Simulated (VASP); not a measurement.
# CoSi2 in VASP: further runs

The runs below take CoSi2 through single point, relaxation of the atoms, relaxation of cell and atoms, with r2SCAN, PBE, RPBE, PBEsol+D3(BJ).

Everything below comes from runs of VASP 6.6.1. Logs are shortened: lines on timing, memory, paths and dates and some standing lists are left out, and cuts for length are marked.

**1. The cell of the first run**

The typed cell holds 3 atoms: a = 3.787 Å, b = 3.787 Å, c = 3.787 Å, α = 60.00°, β = 60.00°, γ = 60.00°.

**2. Single point, r2SCAN, collinear spin, ferromagnetic start**

File POSCAR:

```
CoSi2
1.0
    0.0000000000      2.6780000000      2.6780000000
    2.6780000000      0.0000000000      2.6780000000
    2.6780000000      2.6780000000      0.0000000000
Co Si
1 2
Direct
    0.0047160000     -0.0045920000      0.0044020000
    0.7499510000      0.7473620000      0.7548760000
    0.2566570000      0.2464270000      0.2534650000
```

File INCAR.step1:

```
SYSTEM = CoSi2
PREC = Accurate
ENCUT = 520
ISMEAR = -1
SIGMA = 0.005
LREAL = .FALSE.
LASPH = .TRUE.
NELM = 150
ISPIN = 2
MAGMOM = 2 0 0
LMAXMIX = 4
NBANDS = 20
GGA = PE
ALGO = Normal
EDIFF = 1E-4
LWAVE = .TRUE.
LCHARG = .FALSE.
```

File INCAR.step2:

```
SYSTEM = CoSi2
PREC = Accurate
ENCUT = 520
EDIFF = 1E-6
ISMEAR = -1
SIGMA = 0.005
LREAL = .FALSE.
LASPH = .TRUE.
NELM = 150
ALGO = Normal
ISIF = 2
LWAVE = .FALSE.
LCHARG = .FALSE.
ISPIN = 2
MAGMOM = 2 0 0
LORBIT = 11
LMAXMIX = 4
METAGGA = R2SCAN
LMIXTAU = .TRUE.
NBANDS = 20
ISTART = 1
```

File KPOINTS:

```
Automatic mesh
0
G
  6 6 6
  0 0 0
```

Potentials or basis: VASP PAW PBE potentials, release 64 (Co, Si).

Run with:

```sh
> cat potpaw_PBE.64/Co/POTCAR potpaw_PBE.64/Si/POTCAR > POTCAR
> cp INCAR.step1 INCAR
> mpirun -np 1 vasp_std > vasp.out
> cp INCAR.step2 INCAR
> mpirun -np 1 vasp_std > vasp.out
```

OUTCAR:

```text
SYSTEM = CoSi2
   PREC = Accurate
   ENCUT = 520
   EDIFF = 1E-6
   ISMEAR = -1
   LREAL = .FALSE.
   LASPH = .TRUE.
   NELM = 150
   ISIF = 2
   ISPIN = 2
   LORBIT = 11
   METAGGA = R2SCAN
   ISTART = 1

 ion  position               nearest neighbor table
   1  0.005  0.995  0.004-   2 2.30   3 2.31   3 2.32   2 2.32   3 2.32   2 2.33   3 2.33   2 2.33

   2  0.750  0.747  0.755-   1 2.30   1 2.32   1 2.33   1 2.33   3 2.66   3 2.66   3 2.67   3 2.68
                             3 2.69   3 2.69
   3  0.257  0.246  0.253-   1 2.31   1 2.32   1 2.32   1 2.33   2 2.66   2 2.66   2 2.67   2 2.68
                             2 2.69   2 2.69

  LATTYP: Found a face centered cubic cell.
 ALAT       =     5.3560000000

  Lattice vectors:

 A1 = (   0.0000000000,   2.6780000000,   2.6780000000)
 A2 = (   2.6780000000,   0.0000000000,   2.6780000000)
 A3 = (   2.6780000000,   2.6780000000,   0.0000000000)

Analysis of symmetry for initial positions (statically):
=====================================================================
 Subroutine PRICEL returns:
 Original cell was already a primitive cell.

 Routine SETGRP: Setting up the symmetry group for a
 face centered cubic supercell.

 Subroutine GETGRP returns: Found  1 space group operations
 (whereof  1 operations were pure point group operations)
 out of a pool of 48 trial point group operations.

The static configuration has the point symmetry C_1 .

Analysis of symmetry for dynamics (positions and initial velocities):
=====================================================================
 Subroutine PRICEL returns:
 Original cell was already a primitive cell.

 Routine SETGRP: Setting up the symmetry group for a
 face centered cubic supercell.

 Subroutine GETGRP returns: Found  1 space group operations
 (whereof  1 operations were pure point group operations)
 out of a pool of 48 trial point group operations.

The dynamic configuration has the point symmetry C_1 .

Analysis of structural, dynamic, and magnetic symmetry:
=====================================================================
 Subroutine PRICEL returns:
 Original cell was already a primitive cell.

 Routine SETGRP: Setting up the symmetry group for a
 face centered cubic supercell.

 Subroutine GETGRP returns: Found  1 space group operations
 (whereof  1 operations were pure point group operations)
[... 119 lines left out ...]
   ISMEAR =    -1;   SIGMA  =   0.01  broadening in eV -4-tet -1-fermi 0-gaus
   EFERMI_NEDOS =   21; number of points for ismear=-14 and -15
   IALGO  =     38    algorithm
   IMIX   =      4    mixing-type and parameters
     AMIX     =   0.40;   BMIX     =  1.00
     AMIX_MAG =   1.60;   BMIX_MAG =  1.00
  volume/ion in A,a.u.               =      12.80        86.40
  Fermi-wavevector in a.u.,A,eV,Ry     =   1.247586  2.357596 21.177078  1.556471
  Thomas-Fermi vector in A             =   2.381712
   LORBIT       =     11    0 simple, 1 ext, 2 COOP (PROOUT), +10 PAW based schemes
   METAGGA = R2SCAN    functional components
   LHFCALC =     F    Hartree Fock is set to
   AEXX    =    0.0000 exact exchange contribution
   IVDW    =     0    specifies the selected vdW correction
   LEPSILON=     F    determine dielectric tensor
   LRPA    =     F    only Hartree local field effects (RPA)
 spin polarized calculation
  energy-cutoff  :      520.00
  volume of cell :       38.41
 maximum number of plane-waves:      1056
   NGX = 15   NGY = 15   NGZ = 15

 number of electron      17.0000000 magnetization      -0.0499909

 Free energy of the ion-electron system (eV)
  ---------------------------------------------------
  ext. energy  EPLUGINS =         0.00000000
  ---------------------------------------------------
  free energy    TOTEN  =       -31.98403925 eV

  energy without entropy =      -31.98382032  energy(sigma->0) =      -31.98392979

 E-fermi :  10.1127     XC(G=0): -12.5423

 val. band max:       10.1047700836   @ k =   0.5000  -0.1667  -0.1667
 cond. band min:      10.1147305534   @ k =  -0.3333  -0.3333   0.5000
 fundamental gap:      0.0099604699
 Fermi energy:        10.1126840414

 spin component 1

 k-point     1 :       0.0000    0.0000    0.0000
  band No.  band energies     occupation
      1      -3.7805      1.00000
      2       5.7374      1.00000
      3       5.7535      1.00000
      4       5.7628      1.00000
      5       8.0091      1.00000
      6       8.0103      1.00000
[... 541 lines left out ...]
     19      26.2081      0.00000
     20      26.4984      0.00000

 [... further k-points ...]

 spin component 2

 k-point     1 :       0.0000    0.0000    0.0000
  band No.  band energies     occupation
      1      -3.7956      1.00000
      2       5.7205      1.00000
      3       5.7401      1.00000
      4       5.7446      1.00000
      5       7.9615      1.00000
      6       7.9631      1.00000
[... 541 lines left out ...]
     19      26.1952      0.00000
     20      26.4826      0.00000

 [... further k-points ...]
[... 5 lines left out ...]
  --------------------------------------------------------------------------------------
  -------------------------------------------------------------------------------------
  Total       -1.0659602     -1.0724057     -1.0763723     -0.1555919      0.0544631     -0.1417458
  in kB      -44.4620880    -44.7309341    -44.8963872     -6.4898658      2.2716996     -5.9123348
  external PRESSURE =     -44.6964698 kB  Pullay stress =       0.0000000 kB

 VOLUME and BASIS-vectors are now :
 -----------------------------------------------------------------------------
  energy-cutoff  :      520.00
  volume of cell :       38.41
      direct lattice vectors                 reciprocal lattice vectors
     0.000000000  2.678000000  2.678000000    -0.186706497  0.186706497  0.186706497
     2.678000000  0.000000000  2.678000000     0.186706497 -0.186706497  0.186706497
     2.678000000  2.678000000  0.000000000     0.186706497  0.186706497 -0.186706497

 POSITION                                       TOTAL-FORCE (eV/Angst)
 -----------------------------------------------------------------------------------
      2.67749      0.02442      2.67833         0.041621     -0.054400      0.000565
      4.02299      4.02993      4.00980        -0.054220      0.073127      0.049709
      1.33871      1.36611      1.34726         0.012599     -0.018726     -0.050273
 -----------------------------------------------------------------------------------
    total drift:                                0.000133     -0.001758     -0.000044

  FREE ENERGIE OF THE ION-ELECTRON SYSTEM (eV)
  ---------------------------------------------------
  free  energy   TOTEN  =       -31.9840392545 eV

  energy  without entropy=      -31.9838203230  energy(sigma->0) =      -31.98392979

 total charge

# of ion       s       p       d       tot
------------------------------------------
    1        0.559   0.760   7.599   8.918
    2        0.707   0.888   0.000   1.596
    3        0.707   0.888   0.000   1.595
--------------------------------------------------
tot          1.973   2.537   7.599  12.109

 magnetization (x)

# of ion       s       p       d       tot
------------------------------------------
    1       -0.000  -0.008  -0.020  -0.028
    2       -0.000  -0.005   0.000  -0.005
    3       -0.000  -0.005   0.000  -0.005
--------------------------------------------------
tot         -0.000  -0.017  -0.020  -0.038
```

OSZICAR.step1:

```text
N       E                     dE             d eps       ncg     rms          rms(c)
DAV:   1     0.690915546362E+02    0.69092E+02   -0.66153E+03  9016   0.811E+02
DAV:   2    -0.156982022493E+02   -0.84790E+02   -0.74160E+02  9440   0.187E+02
DAV:   3    -0.202980873170E+02   -0.45999E+01   -0.44331E+01 10920   0.460E+01
DAV:   4    -0.203750145832E+02   -0.76927E-01   -0.76753E-01 10588   0.538E+00
DAV:   5    -0.203771465501E+02   -0.21320E-02   -0.21316E-02 11256   0.955E-01    0.161E+01
DAV:   6    -0.249669301304E+02   -0.45898E+01   -0.16742E+01 10036   0.849E+01    0.192E+01
DAV:   7    -0.193140331733E+02    0.56529E+01   -0.85835E+00 10940   0.663E+01    0.331E+00
DAV:   8    -0.193122842309E+02    0.17489E-02   -0.52880E-01 11048   0.448E+00    0.197E+00
DAV:   9    -0.192825404444E+02    0.29744E-01   -0.62481E-02 11072   0.376E+00    0.729E-01
DAV:  10    -0.192827433577E+02   -0.20291E-03   -0.27827E-03 11848   0.419E-01    0.327E-01
DAV:  11    -0.192827235238E+02    0.19834E-04   -0.47615E-04 11412   0.283E-01
   1 F= -.19282724E+02 E0= -.19282560E+02  d E =-.328015E-03  mag=    -0.0562
```

Run time: 3.6 min. Hardware: 1 thread of Intel Xeon 6975P-C (Granite Rapids), shared host; peak memory 0.27 GiB.

Results:

* Free energy: -31.9840 eV
* Pressure: -4.5 GPa
* Largest force: 0.104 eV/Å
* Net moment: -0.05 μB per cell
* Site moments: Co -0.03; Si -0.01 μB
* Valence electrons inside the program's atomic spheres: Co 8.92; Si 1.60, 1.59

Forces in eV/Å, atoms in the order of the input:
```
Co   0.042 -0.054  0.001
Si  -0.054  0.073  0.050
Si   0.013 -0.019 -0.050
```

Stress tensor (GPa, compression positive):
```
-4.45 -0.65 -0.59
-0.65 -4.47  0.23
-0.59  0.23 -4.49
```

Levels at points of the mesh, in eV from the Fermi level:
Spin up:
| k point | band 6 | band 7 | band 8 | band 9 | band 10 | band 11 | band 12 | band 13 |
| --- | --- | --- | --- | --- | --- | --- | --- | --- |
| (0.00, 0.00, 0.00) | -2.10 | 1.14 | 3.43 | 3.50 | 3.51 | 3.52 | 3.53 | 3.54 |
| (0.50, 0.00, 0.00) | -1.78 | -1.78 | -0.71 | -0.66 | 3.09 | 3.51 | 3.54 | 4.68 |
| (0.00, 0.50, 0.00) | -1.78 | -1.76 | -0.71 | -0.58 | 3.04 | 3.47 | 3.55 | 4.67 |
| (0.00, 0.00, 0.50) | -1.78 | -1.76 | -0.70 | -0.58 | 3.04 | 3.47 | 3.55 | 4.67 |
| (0.50, 0.50, 0.50) | -1.77 | -1.76 | -0.67 | -0.58 | 3.03 | 3.47 | 3.53 | 4.67 |
| (0.50, 0.50, 0.00) | -2.11 | -2.07 | -2.05 | -1.50 | 1.69 | 3.07 | 8.87 | 10.18 |
| (0.00, 0.50, 0.50) | -2.12 | -2.06 | -2.05 | -1.49 | 1.69 | 3.07 | 8.87 | 10.18 |
| (0.50, 0.00, 0.50) | -2.11 | -2.07 | -2.05 | -1.50 | 1.69 | 3.07 | 8.87 | 10.18 |
Spin down:
| k point | band 7 | band 8 | band 9 | band 10 | band 11 | band 12 |
| --- | --- | --- | --- | --- | --- | --- |
| (0.00, 0.00, 0.00) | 1.12 | 3.41 | 3.48 | 3.50 | 3.50 | 3.51 |
| (0.50, 0.00, 0.00) | -1.81 | -0.73 | -0.69 | 3.08 | 3.49 | 3.52 |
| (0.00, 0.50, 0.00) | -1.80 | -0.73 | -0.60 | 3.04 | 3.45 | 3.53 |
| (0.00, 0.00, 0.50) | -1.80 | -0.72 | -0.60 | 3.03 | 3.45 | 3.53 |
| (0.50, 0.50, 0.50) | -1.80 | -0.70 | -0.59 | 3.02 | 3.45 | 3.51 |
| (0.50, 0.50, 0.00) | -2.08 | -2.07 | -1.55 | 1.68 | 3.04 | 8.85 |
| (0.00, 0.50, 0.50) | -2.08 | -2.07 | -1.55 | 1.68 | 3.04 | 8.85 |
| (0.50, 0.00, 0.50) | -2.08 | -2.07 | -1.55 | 1.68 | 3.04 | 8.85 |

Caveat: the cell stands under tension; the PAW data sets were made with another functional, which shifts forces and pressure a little.

**3. Single point, PBE, collinear spin, ferromagnetic start**

File INCAR:

```
SYSTEM = CoSi2
ALGO = Normal
EDIFF = 1E-6
ENCUT = 520
GGA = PE
ISIF = 2
ISMEAR = 0
ISPIN = 2
LASPH = .TRUE.
LCHARG = .FALSE.
LMAXMIX = 4
LORBIT = 11
LREAL = .FALSE.
LWAVE = .FALSE.
MAGMOM = 2 0 0
NBANDS = 20
NELM = 150
PREC = Accurate
SIGMA = 0.015
```

File KPOINTS:

```
k-points
0
G
  9 9 9
  0 0 0
```

File POSCAR:

```
CoSi2
1.0
    0.0000000000      2.6780000000      2.6780000000
    2.6780000000      0.0000000000      2.6780000000
    2.6780000000      2.6780000000      0.0000000000
Co Si
1 2
Direct
    0.0000000000      0.0000000000      0.0000000000
    0.7500000000      0.7500000000      0.7500000000
    0.2500000000      0.2500000000      0.2500000000
```

Potentials or basis: VASP PAW PBE potentials, release 64 (Co, Si).

Run with:

```sh
> cat potpaw_PBE.64/Co/POTCAR potpaw_PBE.64/Si/POTCAR > POTCAR
> mpirun -np 1 vasp_std > vasp.out
```

It took 1.7 min on 1 thread of Intel Xeon 8259CL, shared host; peak memory 0.2 GiB.

The run converged. Its results:

```yaml
Free_energy: -19.2897 eV
Pressure: 0.3 GPa
Net_moment: 0.00 μB per cell
Valence_electrons_inside_the_program's_atomic_spheres: Co 8.86; Si 1.59
```

Levels at points of the mesh, in eV from the Fermi level:
Spin up:
```csv
k point,band 7,band 8,band 9,band 10,band 11,band 12
"(0.00, 0.00, 0.00)",0.80,3.45,3.45,3.45,3.49,3.49
```
Spin down:
| k point | band 6 | band 7 | band 8 | band 9 | band 10 | band 11 | band 12 | band 13 |
| --- | --- | --- | --- | --- | --- | --- | --- | --- |
| (0.00, 0.00, 0.00) | -1.86 | 0.80 | 3.45 | 3.45 | 3.45 | 3.49 | 3.49 | 3.49 |

**4. Single point, PBE, collinear spin, ferromagnetic start**

File INCAR:

```
ALGO = Normal
EDIFF = 1E-6
ENCUT = 520
GGA = PE
ISIF = 2
ISMEAR = 0
ISPIN = 2
LASPH = T
LCHARG = F
LMAXMIX = 4
LORBIT = 11
LREAL = F
LWAVE = F
MAGMOM = 2 0 0
NBANDS = 20
NELM = 150
PREC = Accurate
SIGMA = 0.016
```

File KPOINTS:

```
k-points
0
Gamma
  9 9 9
```

POSCAR is that of step 3.

Run with:

```sh
> cat potpaw_PBE.64/Co/POTCAR potpaw_PBE.64/Si/POTCAR > POTCAR
> mpirun -np 1 vasp_std > vasp.out
```

It took 93 s on 1 thread of Intel Xeon 8259CL, shared host; peak memory 0.2 GiB.

Results (log left out):

- Free energy: -19.2897 eV
- Pressure: 0.3 GPa
- Net moment: 0.00 μB per cell
- Valence electrons inside the program's atomic spheres: Co 8.86; Si 1.59

Levels at points of the mesh, in eV from the Fermi level:
Spin up:
```
           k point  band 5  band 6  band 7  band 8  band 9  band 10  band 11  band 12  band 13  band 14
(0.00, 0.00, 0.00)   -1.86   -1.86    0.80    3.45    3.45     3.45     3.49     3.49     3.49     5.71
```
Spin down:
```csv
k point,band 5,band 6,band 7,band 8,band 9,band 10,band 11,band 12,band 13,band 14
"(0.00, 0.00, 0.00)",-1.86,-1.86,0.80,3.45,3.45,3.45,3.49,3.49,3.49,5.71
```

**5. Relaxation of the atoms, PBE, collinear spin, ferromagnetic start**

This run uses another cell than the first one, of 13.32 Å³/atom.

File INCAR:

```
PREC = Accurate
ENCUT = 520
EDIFF = 1E-6
ISMEAR = -1
SIGMA = 0.05
LREAL = F
LASPH = T
NELM = 150
ALGO = Normal
ISIF = 2
LWAVE = F
LCHARG = F
ISPIN = 2
MAGMOM = 2 0 0
LORBIT = 11
LMAXMIX = 4
GGA = PE
IBRION = 2
NSW = 80
EDIFFG = -0.02
```

File KPOINTS:

```
Automatic mesh
0
Gamma
  7 7 7
```

File POSCAR:

```
CoSi2
1.0
    0.0000000000      2.7315600000      2.6780000000
    2.7315600000      0.0000000000      2.6780000000
    2.7315600000      2.7315600000      0.0000000000
Co Si
1 2
Direct
    0.0000000000      0.0000000000      0.0000000000
    0.7500000000      0.7500000000      0.7500000000
    0.2500000000      0.2500000000      0.2500000000
```

Run with:

```sh
> cat potpaw_PBE.64/Co/POTCAR potpaw_PBE.64/Si/POTCAR > POTCAR
> mpirun -np 1 vasp_std > vasp.out
```

Wall time 66 s (1 thread of Intel Xeon Platinum 8175M at 2.50GHz (Skylake/Cascade Lake), shared host); peak memory 0.19 GiB.

Results (log left out):

```yaml
Free_energy: -19.2733 eV
Pressure_after_relaxing: -6.3 GPa
Net_moment: 0.00 μB per cell
Valence_electrons_inside_the_program's_atomic_spheres: Co 8.75; Si 1.57
```

Stress tensor (GPa, compression positive):
```
-6.85  0.00  0.00
 0.00 -6.85  0.00
 0.00  0.00 -5.10
```

Final structure:
```yaml
crystal:
  lattice:
    - [0.00000, 2.73156, 2.67800]
    - [2.73156, 0.00000, 2.67800]
    - [2.73156, 2.73156, 0.00000]
  atoms:
    - { symbol: Co, position: [0.00000, 0.00000, 0.00000] }
    - { symbol: Si, position: [0.75000, 0.75000, 0.75000] }
    - { symbol: Si, position: [0.25000, 0.25000, 0.25000] }
```

Levels at points of the mesh, in eV from the Fermi level:
Spin up:
```tsv
k point	band 6	band 7	band 8	band 9	band 10	band 11	band 12	band 13
(0.00, 0.00, 0.00)	-1.75	0.38	3.08	3.33	3.33	3.36	3.36	3.58
```
Spin down:
```
           k point  band 6  band 7  band 8  band 9  band 10  band 11  band 12  band 13
(0.00, 0.00, 0.00)   -1.75    0.38    3.08    3.33     3.33     3.36     3.36     3.58
```

Caveat: the relaxation stopped at its first step, so nothing moved.

**6. Single point, RPBE, collinear spin, ferromagnetic start**

File INCAR:

```
SYSTEM = CoSi2
PREC = Accurate ; ENCUT = 520
EDIFF = 1E-6 ; ISMEAR = -1
SIGMA = 0.05 ; LREAL = .False.
LASPH = .True. ; NELM = 150
ALGO = Normal ; ISIF = 2
LWAVE = .False. ; LCHARG = .False.
ISPIN = 2 ; MAGMOM = 2 0 0
LORBIT = 11 ; LMAXMIX = 4
GGA = RP ; NBANDS = 20
```

File KPOINTS:

```
regular mesh
0
Gamma
  9 9 9
  0 0 0
```

File POSCAR:

```
CoSi2
1.0
    0.0000000000      2.6780000000      2.6780000000
    2.6780000000      0.0000000000      2.6780000000
    2.6780000000      2.6780000000      0.0000000000
Co Si
1 2
Direct
    0.0000000000      0.0000000000      0.0000000000
    0.7500000000      0.7500000000      0.7500000000
    0.2500000000      0.2500000000      0.2500000000
```

Potentials or basis: VASP PAW PBE potentials, release 64 (Co, Si).

Run with:

```sh
> cat potpaw_PBE.64/Co/POTCAR potpaw_PBE.64/Si/POTCAR > POTCAR
> mpirun -np 1 vasp_std > vasp.out
```

Wall time 48 s (1 thread of AMD EPYC 7R13 (Zen 3), shared host); peak memory 0.16 GiB.

It converged, with:

* Free energy: -18.1065 eV
* Pressure: 2.9 GPa
* Net moment: 0.00 μB per cell
* Valence electrons inside the program's atomic spheres: Co 8.85; Si 1.59

Levels at points of the mesh, in eV from the Fermi level:
Spin up:
| k point | band 5 | band 6 | band 7 | band 8 | band 9 | band 10 | band 11 | band 12 | band 13 | band 14 |
| --- | --- | --- | --- | --- | --- | --- | --- | --- | --- | --- |
| (0.00, 0.00, 0.00) | -1.88 | -1.88 | 0.88 | 3.44 | 3.44 | 3.44 | 3.46 | 3.46 | 3.46 | 5.72 |
Spin down:
| k point | band 5 | band 6 | band 7 | band 8 | band 9 | band 10 | band 11 | band 12 | band 13 | band 14 |
| --- | --- | --- | --- | --- | --- | --- | --- | --- | --- | --- |
| (0.00, 0.00, 0.00) | -1.88 | -1.88 | 0.88 | 3.44 | 3.44 | 3.44 | 3.46 | 3.46 | 3.46 | 5.72 |

Caveat: the PAW data sets were made with another functional, which shifts forces and pressure a little.

**7. Relaxation of cell and atoms, PBEsol+D3(BJ), collinear spin, ferromagnetic start**

File INCAR:

```
SYSTEM = CoSi2
PREC = Accurate
ENCUT = 600
EDIFF = 1E-6
ISMEAR = -1
SIGMA = 0.05
LREAL = .False.
LASPH = .True.
NELM = 150
ALGO = Normal
ISIF = 3
LWAVE = .False.
LCHARG = .False.
ISPIN = 2
MAGMOM = 2 0 0
LORBIT = 11
LMAXMIX = 4
GGA = PS
IVDW = 12
IBRION = 2
NSW = 60
EDIFFG = -0.01
```

File KPOINTS:

```
Automatic mesh
0
Gamma
  9 9 9
  0 0 0
```

POSCAR is that of step 6.

Run with:

```sh
> cat potpaw_PBE.64/Co/POTCAR potpaw_PBE.64/Si/POTCAR > POTCAR
> mpirun -np 1 vasp_std > vasp.out
```

Run time: 3.2 min. Hardware: 1 thread of Intel Xeon 8259CL, shared host; peak memory 0.22 GiB.

Results (log left out):

| Property | Result |
| --- | --- |
| Free energy | -22.1853 eV |
| Relaxed volume | 12.18 Å³/atom |
| Relaxed cell | a = 3.724 Å, b = 3.724 Å, c = 3.724 Å, α = 60.00°, β = 60.00°, γ = 60.00° |
| Space group after relaxing (to 0.1 Å) | Fm-3m (No. 225) |
| Energy gained by relaxing | 18.8 meV/atom |
| Ionic steps | 4 |
| Pressure after relaxing | 0.0 GPa |
| Net moment | 0.00 μB per cell |
| Valence electrons inside the program's atomic spheres | Co 9.01; Si 1.62 |
| Dispersion energy per atom | -0.407 eV |

The path:
```
step  energy change (eV)  largest force (eV/Å)  pressure (GPa)  volume (Å³)
   1              0.0000                0.0000           -9.19        38.41
   2              0.0281                0.0000           13.67        34.47
   3             -0.0563                0.0000           -0.22        36.57
   4             -0.0563                0.0000            0.03        36.53
```

Final structure:
```
Co Si
1.0
     0.00000    2.63360    2.63360
     2.63360    0.00000    2.63360
     2.63360    2.63360    0.00000
Co Si
1 2
Direct
  0.00000 0.00000 0.00000
  0.75000 0.75000 0.75000
  0.25000 0.25000 0.25000
```

Levels at points of the mesh, in eV from the Fermi level:
Spin up:
```csv
k point,band 7,band 8,band 9,band 10,band 11,band 12
"(0.00, 0.00, 0.00)",1.34,3.48,3.48,3.48,3.67,3.67
```
Spin down:
```csv
k point,band 6,band 7,band 8,band 9,band 10,band 11,band 12,band 13
"(0.00, 0.00, 0.00)",-2.04,1.34,3.48,3.48,3.48,3.67,3.67,3.67
```

Caveat: the PAW data sets were made with another functional, which shifts forces and pressure a little.
